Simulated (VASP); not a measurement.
# Sb (Pm-3m) in VASP: notebook

Runs on Sb. Level: PBEsol. Tasks: electric field gradients.

Everything below comes from runs of VASP 6.6.1. Logs are shortened: lines on timing, memory, paths and dates and some standing lists are left out, and cuts for length are marked.

### 1 The cell of the first run

It takes space group Pm-3m (No. 221, cubic). The conventional cell has a = 3.117 Å, b = 3.117 Å, c = 3.117 Å, α = 90.00°, β = 90.00°, γ = 90.00°. Within 4.1 Å of Sb (site symmetry m-3m) lie 6 Sb at 3.12 Å.

This isn't the form of Sb at room conditions, which is rhombohedral.

### 2 Electric field gradients, PBEsol (30.29 Å³/atom)

INCAR

```
SYSTEM = Sb
PREC     = Accurate       ! precision mode
ENCUT    = 520            ! plane-wave cutoff, eV
EDIFF    = 1E-8           ! SCF threshold, eV
ISMEAR   = -1             ! smearing method
SIGMA    = 0.05           ! smearing width, eV
LREAL    = .False.        ! projectors in reciprocal space
LASPH    = .True.         ! aspherical terms in the spheres
NELM     = 80             ! most SCF steps
ALGO     = Normal         ! electronic algorithm
ISIF     = 2              ! what is computed and relaxed
LWAVE    = .False.        ! write WAVECAR
LCHARG   = .False.        ! write CHGCAR
GGA      = PS             ! functional
LEFG     = .True.       
NBANDS   = 8              ! bands
```

KPOINTS

```
regular mesh
0
Gamma
  13 13 13
  0 0 0
```

POSCAR

```
Sb
1.0
    3.1172920620      0.0000000000      0.0000000000
    0.0000000000      3.1172920620      0.0000000000
    0.0000000000      0.0000000000      3.1172920620
Sb
1
Direct
    0.0000000000      0.0000000000      0.0000000000
```

Potentials or basis: VASP PAW PBE potentials, release 64 (Sb).

Started as:

```bash
$ cat potpaw_PBE.64/Sb/POTCAR > POTCAR
$ mpirun -np 1 vasp_std > vasp.out
```

OUTCAR:

```text
SYSTEM = Sb
   PREC = Accurate
   ENCUT = 520
   EDIFF = 1E-8
   ISMEAR = -1
   LREAL = .False.
   LASPH = .True.
   NELM = 80
   ISIF = 2
   GGA = PS

 ion  position               nearest neighbor table
   1  0.000  0.000  0.000-

  LATTYP: Found a simple cubic cell.
 ALAT       =     3.1172920620

  Lattice vectors:

 A1 = (   3.1172920620,   0.0000000000,   0.0000000000)
 A2 = (   0.0000000000,   3.1172920620,   0.0000000000)
 A3 = (   0.0000000000,   0.0000000000,   3.1172920620)

Analysis of symmetry for initial positions (statically):
=====================================================================
 Subroutine PRICEL returns:
 Original cell was already a primitive cell.

 Routine SETGRP: Setting up the symmetry group for a
 simple cubic supercell.

 Subroutine GETGRP returns: Found 48 space group operations
 (whereof 48 operations were pure point group operations)
 out of a pool of 48 trial point group operations.

The static configuration has the point symmetry O_h .

Analysis of symmetry for dynamics (positions and initial velocities):
=====================================================================
 Subroutine PRICEL returns:
 Original cell was already a primitive cell.

 Routine SETGRP: Setting up the symmetry group for a
 simple cubic supercell.

 Subroutine GETGRP returns: Found 48 space group operations
 (whereof 48 operations were pure point group operations)
 out of a pool of 48 trial point group operations.

The dynamic configuration has the point symmetry O_h .

 Subroutine INISYM returns: Found 48 space group operations
 (whereof 48 operations are pure point group operations),
 and found     1 'primitive' translations

----------------------------------------------------------------------------------------

                                     Primitive cell

  volume of cell :      30.2923

  direct lattice vectors                    reciprocal lattice vectors
     3.117292062  0.000000000  0.000000000     0.320791244  0.000000000  0.000000000
     0.000000000  3.117292062  0.000000000     0.000000000  0.320791244  0.000000000
     0.000000000  0.000000000  3.117292062     0.000000000  0.000000000  0.320791244

  length of vectors
[... 121 lines left out ...]
  ---------------------------------------------------
  ext. energy  EPLUGINS =         0.00000000
  ---------------------------------------------------
  free energy    TOTEN  =        -4.53310051 eV

  energy without entropy =       -4.53036182  energy(sigma->0) =       -4.53173117

 E-fermi :   6.8502     XC(G=0):  -9.6894

 val. band max:        6.8182820913   @ k =   0.3077   0.2308   0.1538
 cond. band min:       6.9243723993   @ k =   0.3846   0.3077   0.3077
 fundamental gap:      0.1060903079
 Fermi energy:         6.8501747578

 k-point     1 :       0.0000    0.0000    0.0000
  band No.  band energies     occupation
      1      -5.4885      2.00000
      2      10.0163      0.00000
      3      10.0163      0.00000
      4      10.0163      0.00000
      5      13.7285      0.00000
      6      13.7285      0.00000
      7      14.8358      0.00000
      8      24.4361      0.00000
[... 243 lines left out ...]
 k-point    24 :       0.3846    0.3077    0.0000
  band No.  band energies     occupation
      1      -2.3378      2.00000
      2       3.4280      2.00000
      3       5.3463      2.00000
      4      11.6546      0.00000
      5      12.8118      0.00000
      6      17.0734      0.00000
      7      19.8041      0.00000
      8      20.1358      0.00000

 [... further k-points ...]

------------------------ aborting loop because EDIFF is reached ----------------------------------------

  FORCE on cell =-STRESS in cart. coord.  units (eV):
  Direction    XX          YY          ZZ          XY          YZ          ZX
  --------------------------------------------------------------------------------------
  -------------------------------------------------------------------------------------
  Total       -0.5757428     -0.5757428     -0.5757428      0.0000000      0.0000000     -0.0000000
  in kB      -30.4513558    -30.4513558    -30.4513558      0.0000000      0.0000000     -0.0000000
  external PRESSURE =     -30.4513558 kB  Pullay stress =       0.0000000 kB

 VOLUME and BASIS-vectors are now :
 -----------------------------------------------------------------------------
  energy-cutoff  :      520.00
  volume of cell :       30.29
      direct lattice vectors                 reciprocal lattice vectors
     3.117292062  0.000000000  0.000000000     0.320791244  0.000000000  0.000000000
     0.000000000  3.117292062  0.000000000     0.000000000  0.320791244  0.000000000
     0.000000000  0.000000000  3.117292062     0.000000000  0.000000000  0.320791244

 POSITION                                       TOTAL-FORCE (eV/Angst)
 -----------------------------------------------------------------------------------
      0.00000      0.00000      0.00000         0.000000      0.000000      0.000000
 -----------------------------------------------------------------------------------
    total drift:                               -0.000000      0.000000      0.000000

  FREE ENERGIE OF THE ION-ELECTRON SYSTEM (eV)
  ---------------------------------------------------
  free  energy   TOTEN  =        -4.5331005110 eV

  energy  without entropy=       -4.5303618229  energy(sigma->0) =       -4.53173117

 Electric field gradients (V/A^2)
---------------------------------------------------------------------
 ion       V_xx      V_yy      V_zz      V_xy      V_xz      V_yz
---------------------------------------------------------------------
   1      -0.000    -0.000     0.000     0.000    -0.000    -0.000
---------------------------------------------------------------------

 Electric field gradients after diagonalization (V/A^2)
 (convention: |V_zz| > |V_xx| > |V_yy|)
----------------------------------------------------------------------
 ion       V_xx      V_yy      V_zz     asymmetry (V_yy - V_xx)/ V_zz
----------------------------------------------------------------------
   1      -0.000    -0.000     0.000       0.452
----------------------------------------------------------------------

           NMR quadrupolar parameters

 Cq : quadrupolar parameter    Cq=e*Q*V_zz/h
 eta: asymmetry parameters     (V_yy - V_xx)/ V_zz
 Q  : nuclear electric quadrupole moment in mb (millibarn)
----------------------------------------------------------------------
 ion       Cq(MHz)       eta       Q (mb)
----------------------------------------------------------------------
   1       0.000       0.452       1.000
----------------------------------------------------------------------
```

OSZICAR:

```text
N       E                     dE             d eps       ncg     rms          rms(c)
DAV:   1     0.453946654726E+01    0.45395E+01   -0.15833E+03  1352   0.400E+02
DAV:   2    -0.442088327717E+01   -0.89603E+01   -0.85276E+01  1896   0.500E+01
DAV:   3    -0.453414153538E+01   -0.11326E+00   -0.11316E+00  1600   0.654E+00
DAV:   4    -0.453465285827E+01   -0.51132E-03   -0.51132E-03  2088   0.545E-01
DAV:   5    -0.453465492870E+01   -0.20704E-05   -0.20715E-05  1760   0.213E-02    0.180E+00
DAV:   6    -0.453377036406E+01    0.88456E-03   -0.45598E-04  1824   0.133E-01    0.106E+00
DAV:   7    -0.453309223703E+01    0.67813E-03   -0.11154E-03  1496   0.202E-01    0.613E-02
DAV:   8    -0.453309971833E+01   -0.74813E-05   -0.32183E-05  1920   0.385E-02    0.502E-03
DAV:   9    -0.453310057614E+01   -0.85781E-06   -0.72398E-07  1792   0.604E-03    0.159E-03
DAV:  10    -0.453310045529E+01    0.12085E-06   -0.17157E-07  1720   0.219E-03    0.245E-04
DAV:  11    -0.453310048631E+01   -0.31023E-07   -0.17993E-09  1728   0.282E-04    0.899E-05
DAV:  12    -0.453310050167E+01   -0.15359E-07   -0.84565E-10   968   0.159E-04    0.875E-05
DAV:  13    -0.453310051104E+01   -0.93649E-08   -0.32087E-11   904   0.399E-05
   1 F= -.45331005E+01 E0= -.45317312E+01  d E =-.273869E-02
```

It took 4.9 s on 1 thread of Intel Xeon 6975P-C (Granite Rapids), shared host; peak memory 0.14 GiB.

What came out:

```
Free energy                             : -4.5331 eV
Pressure                                : -3.0 GPa
Band gap on the k mesh                  : zero (an odd number of electrons rules out a gap without spin polarisation)
Largest electric field gradient by atom : zero within the noise of the run
```

Caveat: the cell stands under tension; the PAW data sets were made with another functional, which shifts forces and pressure a little; spin-orbit coupling is left out, which moves the levels of the heavy elements.

### 3 Electric field gradients, PBEsol (30.29 Å³/atom)

INCAR

```
PREC = Accurate
ENCUT = 520
EDIFF = 1E-8
ISMEAR = -1
SIGMA = 0.05
LREAL = F
LASPH = T
NELM = 60
ALGO = Normal
ISIF = 2
LWAVE = F
LCHARG = F
GGA = PS
LEFG = T
NBANDS = 8
```

KPOINTS

```
Automatic mesh
0
Gamma
  13 13 13
```

POSCAR is that of step 2.

Potentials or basis: VASP PAW PBE potentials, release 64 (Sb).

Started as:

```bash
$ cat potpaw_PBE.64/Sb/POTCAR > POTCAR
$ mpirun -np 1 vasp_std > vasp.out
```

OUTCAR:

```text
PREC = Accurate
   ENCUT = 520
   EDIFF = 1E-8
   ISMEAR = -1
   LREAL = F
   LASPH = T
   NELM = 60
   ISIF = 2
   GGA = PS

 ion  position               nearest neighbor table
   1  0.000  0.000  0.000-

  LATTYP: Found a simple cubic cell.
 ALAT       =     3.1172920620

  Lattice vectors:

 A1 = (   3.1172920620,   0.0000000000,   0.0000000000)
 A2 = (   0.0000000000,   3.1172920620,   0.0000000000)
 A3 = (   0.0000000000,   0.0000000000,   3.1172920620)

Analysis of symmetry for initial positions (statically):
=====================================================================
 Subroutine PRICEL returns:
 Original cell was already a primitive cell.

 Routine SETGRP: Setting up the symmetry group for a
 simple cubic supercell.

 Subroutine GETGRP returns: Found 48 space group operations
 (whereof 48 operations were pure point group operations)
[... 444 lines left out ...]

 VOLUME and BASIS-vectors are now :
 -----------------------------------------------------------------------------
  energy-cutoff  :      520.00
  volume of cell :       30.29
      direct lattice vectors                 reciprocal lattice vectors
     3.117292062  0.000000000  0.000000000     0.320791244  0.000000000  0.000000000
     0.000000000  3.117292062  0.000000000     0.000000000  0.320791244  0.000000000
     0.000000000  0.000000000  3.117292062     0.000000000  0.000000000  0.320791244

 POSITION                                       TOTAL-FORCE (eV/Angst)
 -----------------------------------------------------------------------------------
      0.00000      0.00000      0.00000         0.000000      0.000000      0.000000
 -----------------------------------------------------------------------------------
    total drift:                               -0.000000      0.000000      0.000000

  FREE ENERGIE OF THE ION-ELECTRON SYSTEM (eV)
  ---------------------------------------------------
  free  energy   TOTEN  =        -4.5331005110 eV

  energy  without entropy=       -4.5303618229  energy(sigma->0) =       -4.53173117

 Electric field gradients (V/A^2)
---------------------------------------------------------------------
 ion       V_xx      V_yy      V_zz      V_xy      V_xz      V_yz
---------------------------------------------------------------------
   1      -0.000    -0.000     0.000     0.000    -0.000    -0.000
---------------------------------------------------------------------

 Electric field gradients after diagonalization (V/A^2)
 (convention: |V_zz| > |V_xx| > |V_yy|)
----------------------------------------------------------------------
 ion       V_xx      V_yy      V_zz     asymmetry (V_yy - V_xx)/ V_zz
----------------------------------------------------------------------
   1      -0.000    -0.000     0.000       0.452
----------------------------------------------------------------------

           NMR quadrupolar parameters

 Cq : quadrupolar parameter    Cq=e*Q*V_zz/h
 eta: asymmetry parameters     (V_yy - V_xx)/ V_zz
 Q  : nuclear electric quadrupole moment in mb (millibarn)
----------------------------------------------------------------------
 ion       Cq(MHz)       eta       Q (mb)
----------------------------------------------------------------------
   1       0.000       0.452       1.000
----------------------------------------------------------------------
```

Run time: 4.9 s. Hardware: 1 thread of Intel Xeon 6975P-C (Granite Rapids), shared host; peak memory 0.14 GiB.

Results:

```
Free energy                             : -4.5331 eV
Pressure                                : -3.0 GPa
Band gap on the k mesh                  : zero (an odd number of electrons rules out a gap without spin polarisation)
Largest electric field gradient by atom : zero within the noise of the run
```

Caveat: the cell stands under tension; the PAW data sets were made with another functional, which shifts forces and pressure a little; spin-orbit coupling is left out, which moves the levels of the heavy elements.

(Part 1 of 3 ends here.)
